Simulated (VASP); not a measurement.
# Nb (I4/mmm) in VASP: a series of runs

Runs on Nb. Level: PBE. Tasks: single point.

All numbers are computed with VASP 6.6.1; they aren't measurements. Logs are shortened: lines on timing, memory, paths and dates and some standing lists are left out, and cuts for length are marked.

## (1) The cell of the first run

It takes space group I4/mmm (No. 139, tetragonal). Conventional cell: a = 3.228 Å, b = 3.228 Å, c = 3.428 Å, α = 90.00°, β = 90.00°, γ = 90.00°. Nb (site symmetry 4/mmm) has 14 Nb at 2.85 to 3.43 Å within 3.8 Å.

## (2) Single point, PBE (strain -0.030 along x and y, +0.030 along z)

Contents of INCAR:

```
SYSTEM = Nb
ALGO     = Fast           ! electronic algorithm
EDIFF    = 1E-6           ! SCF threshold, eV
ENCUT    = 520            ! plane-wave cutoff, eV
GGA      = PE             ! functional
ISIF     = 2              ! what is computed and relaxed
ISMEAR   = 0              ! smearing method
LASPH    = .True.         ! aspherical terms in the spheres
LCHARG   = .True.         ! write CHGCAR
LELF     = .True.         ! ELF
LREAL    = .False.        ! projectors in reciprocal space
LVHAR    = .True.       
LWAVE    = .False.        ! write WAVECAR
NBANDS   = 12             ! bands
NELM     = 100            ! most SCF steps
PREC     = Accurate       ! precision mode
SIGMA    = 0.15           ! smearing width, eV
```

Contents of KPOINTS:

```
k-points
0
Gamma
  20 20 20
  0 0 0
```

Contents of POSCAR:

```
Nb
1.0
   -1.6140315000      1.6140315000      1.7138685000
    1.6140315000     -1.6140315000      1.7138685000
    1.6140315000      1.6140315000     -1.7138685000
Nb
1
Direct
    0.0000000000      0.0000000000      0.0000000000
```

Potentials or basis: VASP PAW PBE potentials, release 64 (Nb_sv).

Launch:

```sh
cat potpaw_PBE.64/Nb_sv/POTCAR > POTCAR
mpirun -np 1 vasp_std > vasp.out
```

OUTCAR:

```text
SYSTEM = Nb
   EDIFF = 1E-6
   ENCUT = 520
   GGA = PE
   ISIF = 2
   ISMEAR = 0
   LASPH = .True.
   LREAL = .False.
   NELM = 100
   PREC = Accurate

 ion  position               nearest neighbor table
   1  0.000  0.000  0.000-

  LATTYP: Found a body centered tetragonal cell.
 ALAT       =     3.2280630000
 C/A-ratio  =     1.0618556701

  Lattice vectors:

 A1 = (  -1.6140315000,   1.6140315000,   1.7138685000)
 A2 = (   1.6140315000,  -1.6140315000,   1.7138685000)
 A3 = (   1.6140315000,   1.6140315000,  -1.7138685000)

Analysis of symmetry for initial positions (statically):
=====================================================================
 Subroutine PRICEL returns:
 Original cell was already a primitive cell.

 Routine SETGRP: Setting up the symmetry group for a
 body centered tetragonal supercell.

 Subroutine GETGRP returns: Found 16 space group operations
 (whereof 16 operations were pure point group operations)
 out of a pool of 16 trial point group operations.

The static configuration has the point symmetry D_4h.

Analysis of symmetry for dynamics (positions and initial velocities):
=====================================================================
 Subroutine PRICEL returns:
 Original cell was already a primitive cell.

 Routine SETGRP: Setting up the symmetry group for a
 body centered tetragonal supercell.

 Subroutine GETGRP returns: Found 16 space group operations
 (whereof 16 operations were pure point group operations)
 out of a pool of 16 trial point group operations.

The dynamic configuration has the point symmetry D_4h.

 Subroutine INISYM returns: Found 16 space group operations
 (whereof 16 operations are pure point group operations),
 and found     1 'primitive' translations

----------------------------------------------------------------------------------------

                                     Primitive cell

  volume of cell :      17.8592

  direct lattice vectors                    reciprocal lattice vectors
    -1.614031500  1.614031500  1.713868500     0.000000000  0.309783297  0.291737668
     1.614031500 -1.614031500  1.713868500     0.309783297  0.000000000  0.291737668
     1.614031500  1.614031500 -1.713868500     0.309783297  0.309783297  0.000000000

  length of vectors
     2.854389707  2.854389707  2.854389707     0.425530914  0.425530914  0.438099740

  position of ions in fractional coordinates (direct lattice)
     0.000000000  0.000000000  0.000000000

[... 78 lines left out ...]
   NSW    =      0    number of steps for IOM
   IBRION =     -1    ionic relax: 0-MD 1-quasi-New 2-CG
   NFREE  =      0    steps in history (QN), initial steepest desc. (CG)
   ISIF   =      2    stress and relaxation
   ISYM   =      2    0-nonsym 1-usesym 2-fastsym
   POTIM  = 0.5000    time-step for ionic-motion
   TEBEG  =    0.0;   TEEND  =   0.0 temperature during run
   PSTRESS=    0.0 pullay stress
   NELECT =      13.0000    total number of electrons
   NUPDOWN=      -1.0000    fix difference up-down
   EMIN   =  10.00;   EMAX   =-10.00  energy-range for DOS
   EFERMI =   0.00;   METHOD = LEGACY
   ISMEAR =     0;   SIGMA  =   0.15  broadening in eV -4-tet -1-fermi 0-gaus
   EFERMI_NEDOS =   21; number of points for ismear=-14 and -15
   IALGO  =     68    algorithm
   IMIX   =      4    mixing-type and parameters
     AMIX     =   0.40;   BMIX     =  1.00
     AMIX_MAG =   1.60;   BMIX_MAG =  1.00
  volume/ion in A,a.u.               =      17.86       120.52
  Fermi-wavevector in a.u.,A,eV,Ry     =   1.472659  2.782921 29.507278  2.168724
  Thomas-Fermi vector in A             =   2.587647
   LORBIT       =      0    0 simple, 1 ext, 2 COOP (PROOUT), +10 PAW based schemes
   GGA     = PE    functional components
   LHFCALC =     F    Hartree Fock is set to
   AEXX    =    0.0000 exact exchange contribution
   IVDW    =     0    specifies the selected vdW correction
   LEPSILON=     F    determine dielectric tensor
   LRPA    =     F    only Hartree local field effects (RPA)
 non-spin polarized calculation
 RMM-DIIS sequential band-by-band and
 Gauss-broadening in eV      SIGMA  =   0.15
  energy-cutoff  :      520.00
  volume of cell :       17.86
 maximum number of plane-waves:       494
 NGX is ok and might be reduce to    24
   NGX = 11   NGY = 11   NGZ = 11

 number of electron      12.9999999 magnetization

 Free energy of the ion-electron system (eV)
  ---------------------------------------------------
  ext. energy  EPLUGINS =         0.00000000
  ---------------------------------------------------
  free energy    TOTEN  =       -10.20619830 eV

  energy without entropy =      -10.18901332  energy(sigma->0) =      -10.19760581

 E-fermi :  11.3187     XC(G=0): -12.5433

 val. band max:       11.3158752829   @ k =  -0.2500   0.2500   0.0500
 cond. band min:      11.3209407306   @ k =  -0.2000  -0.3500   0.1500
 fundamental gap:      0.0050654477
 Fermi energy:        11.3187463680

 k-point     1 :       0.0000    0.0000    0.0000
  band No.  band energies     occupation
      1     -43.0543      2.00000
      2     -18.3335      2.00000
      3     -18.3332      2.00000
      4     -18.3332      2.00000
      5       5.3373      2.00000
      6      11.4812      0.12568
      7      11.4812      0.12568
      8      12.1286      0.00000
      9      14.1312      0.00000
     10      14.9959      0.00000
     11      24.8968      0.00000
     12      25.9298      0.00000
[... 331 lines left out ...]
 k-point    24 :      -0.3500    0.0500    0.0000
  band No.  band energies     occupation
      1     -42.8703      2.00000
      2     -19.3757      2.00000
      3     -18.6401      2.00000
      4     -18.3527      2.00000
      5       7.7529      2.00000
      6      10.3107      2.00000
      7      11.4521      0.20854
      8      13.9324      0.00000
      9      15.1461      0.00000
     10      15.5292      0.00000
     11      24.5882      0.00000
     12      25.7170      0.00000

 [... further k-points ...]
[... 5 lines left out ...]
  --------------------------------------------------------------------------------------
  -------------------------------------------------------------------------------------
  Total        0.5617577      0.5617577     -0.2652025      0.0000000      0.0000000      0.0000000
  in kB       50.3962357     50.3962357    -23.7917706      0.0000000      0.0000000      0.0000000
  external PRESSURE =      25.6669003 kB  Pullay stress =       0.0000000 kB

 VOLUME and BASIS-vectors are now :
 -----------------------------------------------------------------------------
  energy-cutoff  :      520.00
  volume of cell :       17.86
      direct lattice vectors                 reciprocal lattice vectors
    -1.614031500  1.614031500  1.713868500     0.000000000  0.309783297  0.291737668
     1.614031500 -1.614031500  1.713868500     0.309783297  0.000000000  0.291737668
     1.614031500  1.614031500 -1.713868500     0.309783297  0.309783297  0.000000000

 POSITION                                       TOTAL-FORCE (eV/Angst)
 -----------------------------------------------------------------------------------
      0.00000      0.00000      0.00000         0.000000      0.000000      0.000000
 -----------------------------------------------------------------------------------
    total drift:                                0.000000      0.000000      0.000000

  FREE ENERGIE OF THE ION-ELECTRON SYSTEM (eV)
  ---------------------------------------------------
  free  energy   TOTEN  =       -10.2061982964 eV

  energy  without entropy=      -10.1890133238  energy(sigma->0) =      -10.19760581
```

OSZICAR:

```text
N       E                     dE             d eps       ncg     rms          rms(c)
DAV:   1     0.119365241105E+03    0.11937E+03   -0.73045E+03 15448   0.108E+03
DAV:   2    -0.575577127722E+01   -0.12512E+03   -0.12058E+03 16512   0.393E+02
DAV:   3    -0.103333577694E+02   -0.45776E+01   -0.43661E+01 22208   0.665E+01
[... 12 lines left out ...]
RMM:  16    -0.102061911903E+02   -0.92259E-05   -0.88058E-05 20351   0.375E-02    0.398E-02
RMM:  17    -0.102061933612E+02   -0.21710E-05   -0.35584E-05 18616   0.332E-02    0.276E-02
RMM:  18    -0.102061960608E+02   -0.26996E-05   -0.27181E-05 18727   0.372E-02    0.131E-02
RMM:  19    -0.102061974609E+02   -0.14000E-05   -0.12341E-05 14606   0.253E-02    0.807E-03
RMM:  20    -0.102061982964E+02   -0.83552E-06   -0.85330E-06 13775   0.183E-02
   1 F= -.10206198E+02 E0= -.10197606E+02  d E =-.171850E-01
```

stdout:

```text
POSCAR found type information on POSCAR Nb
 POSCAR found :  1 types and       1 ions
 scaLAPACK will be used
 LDA part: xc-table for (Slater+PW92), standard interpolation
 POSCAR, INCAR and KPOINTS ok, starting setup
 FFT: planning ... GRIDC
 FFT: planning ... GRID_SOFT
 FFT: planning ... GRID
 WAVECAR not read
 entering main loop
WARNING in EDDRMM: call to ZHEGV failed, returncode =   8  4      5
WARNING in EDDRMM: call to ZHEGV failed, returncode =   8  4     10
WARNING in EDDRMM: call to ZHEGV failed, returncode =   8  4     11
WARNING in EDDRMM: call to ZHEGV failed, returncode =   6  3     12
WARNING in EDDRMM: call to ZHEGV failed, returncode =   8  4     12
```

Run time: 86 s. Hardware: 1 thread of Intel Xeon 6975P-C (Granite Rapids), shared host; peak memory 0.24 GiB.

What came out:

```yaml
Free_energy: -10.2062 eV
Pressure: 2.6 GPa
```

Caveat: the cell differs from its parent crystal (strain -0.030 along x and y, +0.030 along z).

(Part 1 of 3 ends here.)
